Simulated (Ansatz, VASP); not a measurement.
## CdSeS4: VASP beside Ansatz

```xyz
6
Lattice="4.2291 0.0000 0.0000 0.0000 4.2291 0.0000 0.0000 0.0000 7.4329" Properties=species:S:1:pos:R:3 pbc="T T T"
Cd    0.0000    0.0000    0.0000
Se    2.1146    2.1146    3.7165
S     2.1146    0.0000    0.0000
S     0.0000    2.1146    0.0000
S     0.0000    0.0000    2.0344
S     0.0000    0.0000    5.3986
```

Change from the starting cell: species swapped into the AlTlF4 type (P4/mmm, No. 123).

Alike in both runs: task single point; functional PBE; k mesh 4 × 4 × 4; occupations gaussian, width 0.1 eV; no spin polarisation.

```csv
,VASP,Ansatz
version,VASP 6.6.1,Ansatz 0.2.0
potentials or method,"VASP PAW PBE potentials, release 64 (Cd, Se, S), cutoff 520 eV","scalar-relativistic, plane waves, PAW"
valence electrons in the cell,42,60
```

Ansatz gave:

```
gap on the k mesh at the Fermi level (eV) : none
rms of the force components (eV/Å)        : 3.057
```

Task: Estimate VASP's values.

Result: gap on the k mesh at the Fermi level (eV): none; rms of the force components (eV/Å): 3.179.

Atom by atom the forces differ by 0.122 eV/Å (rms over components). A gap of «none» marks a metal or a gap that the smearing closes. VASP's potentials hold 42 valence electrons a cell and Ansatz's 60, so a difference there can come from the potentials and not from the codes.

The k mesh is coarse, so the values compare programs but aren't converged.
